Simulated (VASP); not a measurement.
Pt: electric field gradients with PBE

Pt:

```
CELL_PARAMETERS angstrom
0.00000 1.97158 1.97158
1.97158 0.00000 1.97158
1.97158 1.97158 0.00000
ATOMIC_POSITIONS crystal
Pt 0.00000 0.00000 0.00000
```

```json
{
 "Program": "VASP 6.6.1",
 "Task": "electric field gradients",
 "Functional": "PBE",
 "Potentials or basis": "VASP PAW PBE potentials, release 64 (Pt)",
 "Cutoff": "520 eV",
 "k mesh": "16 × 16 × 16",
 "Occupations": "fermi-dirac, width 0.05 eV",
 "Spin": "no spin polarisation",
 "Dipole correction": "no",
 "Further INCAR settings": "ALGO = Normal; EDIFF = 1e-08; NBANDS = 11"
}
```

```
Pressure                                : 4.8 GPa
Band gap on the k mesh                  : zero (bands 5 and 6 overlap by 2.17 eV)
Largest electric field gradient by atom : zero within the noise of the run
```

Levels at points of the mesh, in eV from the Fermi level:
```csv
k point,band 3,band 4,band 5,band 6,band 7,band 8
"(0.00, 0.00, 0.00)",-3.67,-3.67,-1.57,-1.57,14.71,19.58
"(0.50, 0.00, 0.00)",-3.73,-0.38,0.05,0.05,5.74,14.27
"(0.50, 0.50, 0.00)",0.02,0.49,0.49,1.83,8.73,11.37
```

Run time: 22 s on 1 thread of Intel Xeon 8259CL (shared host), peak memory 0.16 GiB.

Caveat: the cell stands under pressure; spin-orbit coupling is left out, which moves the levels of the heavy elements.
